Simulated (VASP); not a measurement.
# Hf4Cl in VASP: notebook

The runs below take Hf4Cl through single point, with PBE.

Everything below comes from runs of VASP 6.6.1. Logs are shortened: lines on timing, memory, paths and dates and some standing lists are left out, and cuts for length are marked.

## (1) The cell of the first run

Symmetry: Pm-3m, No. 221, cubic system. Conventional cell: a = 4.764 Å, b = 4.764 Å, c = 4.764 Å, α = 90.00°, β = 90.00°, γ = 90.00°. Within 3.1 Å of Hf (site symmetry 4/mmm) lie 2 Cl at 2.38 Å. Hf (site symmetry m-3m) has 12 Hf at 3.37 Å and 8 Cl at 4.13 Å within 4.4 Å. Within 3.1 Å of Cl (site symmetry m-3m) lie 6 Hf at 2.38 Å.

The cell was built from a structure type or drawn by symmetry, and may not be a known phase.

## (2) Single point, PBE

INCAR

```
  PREC = Accurate
  ENCUT = 520
  EDIFF = 1E-6
  ISMEAR = 0
  SIGMA = 0.1
  LREAL = False
  LASPH = True
  NELM = 80
  ALGO = Normal
  ISIF = 2
  LWAVE = False
  LCHARG = False
  GGA = PE
  NBANDS = 32
```

KPOINTS

```
regular mesh
0
Gamma
  8 8 8
```

POSCAR

```
Hf4Cl
1.0
    4.7636031429      0.0000000000      0.0000000000
    0.0000000000      4.7636031429      0.0000000000
    0.0000000000      0.0000000000      4.7636031429
Hf Cl
4 1
Direct
    0.5000000000      0.0000000000      0.0000000000
    0.0000000000      0.5000000000      0.0000000000
    0.0000000000      0.0000000000      0.5000000000
    0.5000000000      0.5000000000      0.5000000000
    0.0000000000      0.0000000000      0.0000000000
```

Potentials or basis: VASP PAW PBE potentials, release 64 (Hf_pv, Cl).

Run with:

```bash
> cat potpaw_PBE.64/Hf_pv/POTCAR potpaw_PBE.64/Cl/POTCAR > POTCAR
> mpirun -np 1 vasp_std > vasp.out
```

OUTCAR:

```text
PREC = Accurate
   ENCUT = 520
   EDIFF = 1E-6
   ISMEAR = 0
   LREAL = False
   LASPH = True
   NELM = 80
   ISIF = 2
   GGA = PE

 ion  position               nearest neighbor table
   1  0.500  0.000  0.000-   5 2.38   5 2.38   4 3.37   2 3.37   3 3.37   4 3.37   2 3.37   4 3.37
                             4 3.37   2 3.37   3 3.37   3 3.37   3 3.37   2 3.37
   2  0.000  0.500  0.000-   5 2.38   5 2.38   4 3.37   1 3.37   3 3.37   4 3.37   1 3.37   3 3.37
                             3 3.37   3 3.37   1 3.37   4 3.37   4 3.37   1 3.37
   3  0.000  0.000  0.500-   5 2.38   5 2.38   4 3.37   1 3.37   1 3.37   2 3.37   2 3.37   2 3.37
                             4 3.37   2 3.37   1 3.37   4 3.37   1 3.37   4 3.37
   4  0.500  0.500  0.500-   1 3.37   2 3.37   3 3.37   1 3.37   2 3.37   1 3.37   3 3.37   1 3.37
                             2 3.37   3 3.37   2 3.37   3 3.37
   5  0.000  0.000  0.000-   1 2.38   2 2.38   3 2.38   3 2.38   2 2.38   1 2.38

  LATTYP: Found a simple cubic cell.
 ALAT       =     4.7636031429

  Lattice vectors:

 A1 = (   4.7636031429,   0.0000000000,   0.0000000000)
 A2 = (   0.0000000000,   4.7636031429,   0.0000000000)
 A3 = (   0.0000000000,   0.0000000000,   4.7636031429)

Analysis of symmetry for initial positions (statically):
=====================================================================
 Subroutine PRICEL returns:
 Original cell was already a primitive cell.

 Routine SETGRP: Setting up the symmetry group for a
 simple cubic supercell.

 Subroutine GETGRP returns: Found 48 space group operations
 (whereof 48 operations were pure point group operations)
 out of a pool of 48 trial point group operations.

The static configuration has the point symmetry O_h .

Analysis of symmetry for dynamics (positions and initial velocities):
=====================================================================
 Subroutine PRICEL returns:
 Original cell was already a primitive cell.

 Routine SETGRP: Setting up the symmetry group for a
 simple cubic supercell.

 Subroutine GETGRP returns: Found 48 space group operations
 (whereof 48 operations were pure point group operations)
 out of a pool of 48 trial point group operations.

The dynamic configuration has the point symmetry O_h .

 Subroutine INISYM returns: Found 48 space group operations
 (whereof 48 operations are pure point group operations),
 and found     1 'primitive' translations

----------------------------------------------------------------------------------------

                                     Primitive cell

  volume of cell :     108.0953

  direct lattice vectors                    reciprocal lattice vectors
     4.763603143  0.000000000  0.000000000     0.209925128  0.000000000  0.000000000
     0.000000000  4.763603143  0.000000000     0.000000000  0.209925128  0.000000000
     0.000000000  0.000000000  4.763603143     0.000000000  0.000000000  0.209925128

  length of vectors
     4.763603143  4.763603143  4.763603143     0.209925128  0.209925128  0.209925128

  position of ions in fractional coordinates (direct lattice)
     0.500000000  0.000000000  0.000000000
     0.000000000  0.500000000  0.000000000
     0.000000000  0.000000000  0.500000000
     0.500000000  0.500000000  0.500000000
     0.000000000  0.000000000  0.000000000

  ion indices of the primitive-cell ions
   primitive index   ion index
                 1           1
                 2           2
                 3           3
                 4           4
                 5           5

----------------------------------------------------------------------------------------

 KPOINTS: regular mesh

Automatic generation of k-mesh.
 Grid dimensions read from file:
 generate k-points for:    8    8    8

 Generating k-lattice:

  Cartesian coordinates                     Fractional coordinates (reciprocal lattice)
     0.026240641  0.000000000  0.000000000     0.125000000  0.000000000  0.000000000
     0.000000000  0.026240641  0.000000000     0.000000000  0.125000000  0.000000000
     0.000000000  0.000000000  0.026240641     0.000000000  0.000000000  0.125000000

  Length of vectors
     0.026240641  0.026240641  0.026240641

  Shift w.r.t. Gamma in fractional coordinates (k-lattice)
     0.000000000  0.000000000  0.000000000

 Subroutine IBZKPT returns following result:
 ===========================================

 Found     35 irreducible k-points:

 Following reciprocal coordinates:
            Coordinates               Weight
  0.000000  0.000000  0.000000      1.000000
  0.125000  0.000000  0.000000      6.000000
  0.250000  0.000000  0.000000      6.000000
  0.375000  0.000000  0.000000      6.000000
  0.500000  0.000000  0.000000      3.000000
  0.125000  0.125000  0.000000     12.000000
[... 16 lines left out ...]
  0.375000  0.375000  0.125000     24.000000
  0.500000  0.375000  0.125000     24.000000
 [... further k-points ...]
   k-points           NKPTS =     35   k-points in BZ     NKDIM =     35   number of bands    NBANDS=     32
   number of dos      NEDOS =    301   number of ions     NIONS =      5
   total plane-waves  NPLWV =  46656
   dimension x,y,z NGX =    36 NGY =   36 NGZ =   36
   dimension x,y,z NGXF=    72 NGYF=   72 NGZF=   72
   ions per type =               4   1
   NGX,Y,Z   is equivalent  to a cutoff of  12.56, 12.56, 12.56 a.u.
   NGXF,Y,Z  is equivalent  to a cutoff of  25.13, 25.13, 25.13 a.u.
 SYSTEM =  unknown system
   PREC   = accura    normal or accurate (medium, high low for compatibility)
   ISTART =      0    job   : 0-new  1-cont  2-samecut
   ICHARG =      2    charge: 1-file 2-atom 10-const
   ISPIN  =      1    spin polarized calculation?
   LNONCOLLINEAR =      F non collinear calculations
   LSORBIT =      F    spin-orbit coupling
   LASPH  =      T    aspherical Exc in radial PAW
   ENCUT  =  520.0 eV  38.22 Ry    6.18 a.u.   8.86  8.86  8.86*2*pi/ulx,y,z
   NELM   =     80;   NELMIN=  2; NELMDL= -5     # of ELM steps
   EDIFF  = 0.1E-05   stopping-criterion for ELM
   LREAL  =      F    real-space projection
   EDIFFG = 0.1E-04   stopping-criterion for IOM
   NSW    =      0    number of steps for IOM
   IBRION =     -1    ionic relax: 0-MD 1-quasi-New 2-CG
   NFREE  =      0    steps in history (QN), initial steepest desc. (CG)
   ISIF   =      2    stress and relaxation
   ISYM   =      2    0-nonsym 1-usesym 2-fastsym
   POTIM  = 0.5000    time-step for ionic-motion
   TEBEG  =    0.0;   TEEND  =   0.0 temperature during run
   PSTRESS=    0.0 pullay stress
   NELECT =      47.0000    total number of electrons
   NUPDOWN=      -1.0000    fix difference up-down
   EMIN   =  10.00;   EMAX   =-10.00  energy-range for DOS
   EFERMI =   0.00;   METHOD = LEGACY
   ISMEAR =     0;   SIGMA  =   0.10  broadening in eV -4-tet -1-fermi 0-gaus
   EFERMI_NEDOS =   21; number of points for ismear=-14 and -15
   IALGO  =     38    algorithm
   IMIX   =      4    mixing-type and parameters
     AMIX     =   0.40;   BMIX     =  1.00
     AMIX_MAG =   1.60;   BMIX_MAG =  1.00
  volume/ion in A,a.u.               =      21.62       145.89
  Fermi-wavevector in a.u.,A,eV,Ry     =   1.240239  2.343711 20.928367  1.538192
  Thomas-Fermi vector in A             =   2.374688
   LORBIT       =      0    0 simple, 1 ext, 2 COOP (PROOUT), +10 PAW based schemes
   GGA     = PE    functional components
   LHFCALC =     F    Hartree Fock is set to
   AEXX    =    0.0000 exact exchange contribution
   IVDW    =     0    specifies the selected vdW correction
   LEPSILON=     F    determine dielectric tensor
   LRPA    =     F    only Hartree local field effects (RPA)
 non-spin polarized calculation
 Gauss-broadening in eV      SIGMA  =   0.10
  energy-cutoff  :      520.00
  volume of cell :      108.10
 maximum number of plane-waves:      2945
 NGX is ok and might be reduce to    36
   NGX = 17   NGY = 17   NGZ = 17

 number of electron      46.9999983 magnetization

 Free energy of the ion-electron system (eV)
  ---------------------------------------------------
  ext. energy  EPLUGINS =         0.00000000
  ---------------------------------------------------
  free energy    TOTEN  =       -41.35224196 eV

  energy without entropy =      -41.34055010  energy(sigma->0) =      -41.34639603

 E-fermi :   5.4993     XC(G=0): -11.0696

 val. band max:        5.4814090304   @ k =   0.2500   0.0000   0.0000
 cond. band min:       5.5064076490   @ k =   0.5000   0.5000   0.0000
 fundamental gap:      0.0249986186
 Fermi energy:         5.4992840392

 k-point     1 :       0.0000    0.0000    0.0000
  band No.  band energies     occupation
      1     -26.0916      2.00000
      2     -26.0916      2.00000
      3     -26.0916      2.00000
      4     -25.6036      2.00000
      5     -25.6036      2.00000
      6     -25.6036      2.00000
[... 24 lines left out ...]
     31       9.6048      0.00000
     32       9.6635      0.00000

 k-point     2 :       0.1250    0.0000    0.0000
  band No.  band energies     occupation
      1     -26.0930      2.00000
      2     -26.0873      2.00000
      3     -26.0873      2.00000
      4     -25.6014      2.00000
      5     -25.6014      2.00000
      6     -25.5999      2.00000
[... 24 lines left out ...]
     31       9.3693      0.00000
     32       9.5660      0.00000

 k-point     3 :       0.2500    0.0000    0.0000
  band No.  band energies     occupation
      1     -26.0972      2.00000
      2     -26.0768      2.00000
      3     -26.0768      2.00000
      4     -25.5965      2.00000
      5     -25.5965      2.00000
      6     -25.5858      2.00000
[... 24 lines left out ...]
     31       8.7806      0.00000
     32       8.8379      0.00000

 k-point     4 :       0.3750    0.0000    0.0000
  band No.  band energies     occupation
      1     -26.1021      2.00000
      2     -26.0658      2.00000
      3     -26.0658      2.00000
      4     -25.5930      2.00000
      5     -25.5930      2.00000
      6     -25.5570      2.00000
[... 24 lines left out ...]
     31       7.7480      0.00000
     32       8.3973      0.00000

 k-point     5 :       0.5000    0.0000    0.0000
  band No.  band energies     occupation
      1     -26.1044      2.00000
      2     -26.0611      2.00000
      3     -26.0611      2.00000
      4     -25.5921      2.00000
      5     -25.5921      2.00000
      6     -25.5191      2.00000
[... 584 lines left out ...]
     31       7.9647      0.00000
     32       8.8670      0.00000

 k-point    22 :       0.5000    0.2500    0.1250
  band No.  band energies     occupation
      1     -26.3145      2.00000
      2     -26.0070      2.00000
      3     -25.9091      2.00000
      4     -25.6460      2.00000
      5     -25.6000      2.00000
      6     -25.5875      2.00000
[... 24 lines left out ...]
     31       8.0799      0.00000
     32       8.4991      0.00000

 k-point    23 :       0.3750    0.3750    0.1250
  band No.  band energies     occupation
      1     -26.3534      2.00000
      2     -26.0009      2.00000
      3     -25.8781      2.00000
      4     -25.6481      2.00000
      5     -25.6365      2.00000
      6     -25.5981      2.00000
[... 24 lines left out ...]
     31       7.8467      0.00000
     32       8.8514      0.00000

 k-point    24 :       0.5000    0.3750    0.1250
  band No.  band energies     occupation
      1     -26.3732      2.00000
      2     -25.9970      2.00000
      3     -25.8604      2.00000
      4     -25.6544      2.00000
      5     -25.6329      2.00000
      6     -25.6224      2.00000
[... 24 lines left out ...]
     31       8.0157      0.00000
     32       8.3681      0.00000

 [... further k-points ...]
[... 5 lines left out ...]
  --------------------------------------------------------------------------------------
  -------------------------------------------------------------------------------------
  Total       -0.2830967     -0.2830967     -0.2830967      0.0000000     -0.0000000      0.0000000
  in kB       -4.1960313     -4.1960313     -4.1960313      0.0000000     -0.0000000      0.0000000
  external PRESSURE =      -4.1960313 kB  Pullay stress =       0.0000000 kB

 VOLUME and BASIS-vectors are now :
 -----------------------------------------------------------------------------
  energy-cutoff  :      520.00
  volume of cell :      108.10
      direct lattice vectors                 reciprocal lattice vectors
     4.763603143  0.000000000  0.000000000     0.209925128  0.000000000  0.000000000
     0.000000000  4.763603143  0.000000000     0.000000000  0.209925128  0.000000000
     0.000000000  0.000000000  4.763603143     0.000000000  0.000000000  0.209925128

 POSITION                                       TOTAL-FORCE (eV/Angst)
 -----------------------------------------------------------------------------------
      2.38180      0.00000      0.00000         0.000000      0.000000      0.000000
      0.00000      2.38180      0.00000         0.000000      0.000000      0.000000
      0.00000      0.00000      2.38180         0.000000      0.000000      0.000000
      2.38180      2.38180      2.38180         0.000000      0.000000      0.000000
      0.00000      0.00000      0.00000         0.000000      0.000000      0.000000
 -----------------------------------------------------------------------------------
    total drift:                                0.000000      0.000000     -0.000000

  FREE ENERGIE OF THE ION-ELECTRON SYSTEM (eV)
  ---------------------------------------------------
  free  energy   TOTEN  =       -41.3522419636 eV

  energy  without entropy=      -41.3405501049  energy(sigma->0) =      -41.34639603
```

Wall time 3.5 min (1 thread of AMD EPYC 7R43 (Zen 3), shared host); peak memory 0.22 GiB.

Results:

```yaml
Free_energy: -41.3522 eV
Pressure: -0.4 GPa
Band_gap_on_the_k_mesh: zero (an odd number of electrons rules out a gap without spin polarisation)
```

Levels at points of the mesh, in eV from the Fermi level:
| k point | band 20 | band 21 | band 22 | band 23 | band 24 | band 25 | band 26 | band 27 |
| --- | --- | --- | --- | --- | --- | --- | --- | --- |
| (0.00, 0.00, 0.00) | -2.85 | -2.78 | -2.78 | 0.51 | 0.51 | 0.51 | 0.58 | 0.58 |
| (0.50, 0.00, 0.00) | -1.53 | -1.53 | -1.50 | -0.62 | 0.45 | 0.45 | 0.61 | 0.72 |
| (0.50, 0.50, 0.00) | -1.81 | -1.41 | -1.41 | -0.54 | 0.01 | 0.32 | 0.32 | 1.69 |
| (0.50, 0.50, 0.50) | -2.05 | -0.42 | -0.42 | -0.42 | 0.57 | 0.57 | 0.57 | 1.00 |

Caveat: spin-orbit coupling is left out, which moves the levels of the heavy elements; an odd number of electrons without spin polarisation forces a metal; a magnetic or distorted state may lie lower.

(Part 1 of 2 ends here.)
